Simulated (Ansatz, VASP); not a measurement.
## One calculation of ZnS, two programs

Contents of POSCAR:

```
ZnS
1.0
    0.0000000000      2.7452197500      2.7046500000
    2.7452197500      0.0000000000      2.7046500000
    2.7452197500      2.7452197500      0.0000000000
Zn S
1 1
Direct
    0.0000000000      0.0000000000      0.0000000000
    0.7500000000      0.7500000000      0.7500000000
```

Contents of INCAR.step1:

```
ALGO = Normal ; EDIFF = 1E-4
ENCUT = 520 ; GGA = PE
ISMEAR = 0 ; LASPH = True
LCHARG = False ; LREAL = False
LWAVE = True ; NBANDS = 16
NELM = 100 ; PREC = Accurate
SIGMA = 0.05
```

The input INCAR.step2:

```
ALGO = Normal ; EDIFF = 1E-7
ENCUT = 520 ; ISIF = 2
ISMEAR = 0 ; ISTART = 1
LASPH = True ; LCHARG = True
LELF = True ; LMIXTAU = True
LREAL = False ; LVHAR = True
LWAVE = False ; METAGGA = R2SCAN
NBANDS = 16 ; NELM = 100
PREC = Accurate ; SIGMA = 0.05
```

File KPOINTS:

```
k-points
0
Gamma
  8 8 8
```

Input for Ansatz:

```yaml
crystal:
  lattice:
    - [0.0, 2.74521975, 2.70465]
    - [2.74521975, 0.0, 2.70465]
    - [2.74521975, 2.74521975, 0.0]
  atoms:
    - { symbol: Zn, position: [0.0, 0.0, 0.0] }
    - { symbol: S, position: [0.75, 0.75, 0.75] }
basis:
  ecutwfc: 500
kpoints:
  mp_grid: { grid: [8, 8, 8] }
hamiltonian:
  xc: r2scan
scf:
  occupations: { method: gaussian, width: 0.05 }
output:
  forces: true
  stress: true
  eigenvalues: true
```

Change from the starting cell: strain +0.015 along x and y, +0.000 along z, atoms carried along.

Alike in both runs: task single point; functional r2SCAN; k mesh 8 × 8 × 8; occupations gaussian, width 0.05 eV; no spin polarisation.

|  | VASP | Ansatz |
| --- | --- | --- |
| version | VASP 6.6.1 | Ansatz 0.2.0 |
| potentials or method | VASP PAW PBE potentials, release 64 (Zn, S), cutoff 520 eV | scalar-relativistic, plane waves, PAW |
| valence electrons in the cell | 18 | 18 |

VASP gave:

| Property | Result |
| --- | --- |
| gap on the k mesh at the Fermi level (eV) | 2.49 |
| least direct gap on the mesh (eV) | 2.49 |
| pressure (GPa) | -2.9 |
| traceless stress, the component that is largest in VASP (GPa) | 0.41 |

Question: What did Ansatz give for the same quantities?

Answer: gap on the k mesh at the Fermi level (eV): 2.48; least direct gap on the mesh (eV): 2.48; pressure (GPa): -3.0; traceless stress, the component that is largest in VASP (GPa): 0.43.

VASP's potentials were made for PBE, not for r2SCAN. The functional is the same, so the differences come from potentials, cutoffs and numerics.
